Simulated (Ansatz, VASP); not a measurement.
**One calculation of Ce, two programs**

```
Ce
1.0
     3.14227    0.00000    0.00000
    -1.57114    2.72129    0.00000
     0.00000    0.00000    5.82678
Ce
2
Direct
  0.33333 0.66667 0.25000
  0.66667 0.33333 0.75000
```

Change from the starting cell: volume scaled by 0.98, PAW files.

Alike in both runs: task electric field gradients; functional LDA; k mesh 15 × 15 × 7; occupations fermi-dirac, width 0.05 eV; no spin polarisation.

```csv
,VASP,Ansatz
version,VASP 6.6.1,Ansatz 0.2.0
potentials or method,"VASP PAW LDA potentials, release 64 (Ce)","PAW with Ansatz's default frozen-core files, scalar-relativistic"
plane-wave cutoff (eV),520,420
valence electrons in the cell,24,24
```

|  | VASP | Ansatz | Ansatz less VASP |
| --- | --- | --- | --- |
| pressure (GPa) | -4.5 | -4.0 | +0.49 |
| traceless stress, the component that is largest in VASP (GPa) | -0.14 | -0.23 | -0.083 |
| size of Vzz on the site where it differs most (V/Å²) | 127.0 | 110.1 | -16.88 |

LDA's correlation is that of Perdew and Zunger in VASP and of Perdew and Wang (1992) in Ansatz.

Neither program's run includes spin-orbit coupling.
